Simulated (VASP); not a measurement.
Here is a VASP 6.6.1 calculation.

File POSCAR:

```
Cd2B2N
1.0
    0.0000000000      3.6952970000      0.0000000000
    3.6952970000      0.0000000000      0.0000000000
    1.8476480000      1.8476480000     -4.9342460000
B Cd N
2 2 1
Direct
    0.3780000000      0.3780000000      0.2440000000
    0.6220000000      0.6220000000      0.7560000000
    0.7500000000      0.2500000000      0.5000000000
    0.2500000000      0.7500000000      0.5000000000
    0.0000000000      0.0000000000      0.0000000000
```

INCAR.step1

```
SYSTEM = Cd2B2N
PREC     = Accurate       ! precision mode
ENCUT    = 520            ! plane-wave cutoff, eV
ISMEAR   = 1              ! smearing method
SIGMA    = 0.025          ! smearing width, eV
LREAL    = .FALSE.        ! projectors in reciprocal space
LASPH    = .TRUE.         ! aspherical terms in the spheres
NELM     = 80             ! most SCF steps
NBANDS   = 26             ! bands
GGA      = PE             ! functional
ALGO     = Normal         ! electronic algorithm
EDIFF    = 1E-4           ! SCF threshold, eV
LWAVE    = .TRUE.         ! write WAVECAR
LCHARG   = .FALSE.        ! write CHGCAR
```

Contents of INCAR.step2:

```
SYSTEM = Cd2B2N
PREC     = Accurate       ! precision mode
ENCUT    = 520            ! plane-wave cutoff, eV
EDIFF    = 1E-6           ! SCF threshold, eV
ISMEAR   = 1              ! smearing method
SIGMA    = 0.025          ! smearing width, eV
LREAL    = .FALSE.        ! projectors in reciprocal space
LASPH    = .TRUE.         ! aspherical terms in the spheres
NELM     = 80             ! most SCF steps
ALGO     = Normal         ! electronic algorithm
ISIF     = 2              ! what is computed and relaxed
LWAVE    = .FALSE.        ! write WAVECAR
LCHARG   = .FALSE.        ! write CHGCAR
METAGGA  = R2SCAN         ! meta-GGA
LMIXTAU  = .TRUE.       
NBANDS   = 26             ! bands
ISTART   = 1
```

File KPOINTS:

```
regular mesh
0
G
  5 5 5
  0 0 0
```

Potentials or basis: VASP PAW PBE potentials, release 64 (B, Cd, N).

Run with:

```console
$ cat potpaw_PBE.64/B/POTCAR potpaw_PBE.64/Cd/POTCAR potpaw_PBE.64/N/POTCAR > POTCAR
$ cp INCAR.step1 INCAR
$ mpirun -np 1 vasp_std > vasp.out
$ cp INCAR.step2 INCAR
$ mpirun -np 1 vasp_std > vasp.out
```

(1) What does it give for the pressure?

(2) Estimate the band gap on the k mesh.

## Answers

(1) 17.6 GPa.

(2) zero (an odd number of electrons rules out a gap without spin polarisation).

Caveat: the k points lie up to 0.36 Å⁻¹ apart, too coarse for converged energies and pressures of a metal; the PAW data sets were made with another functional, which shifts forces and pressure a little.
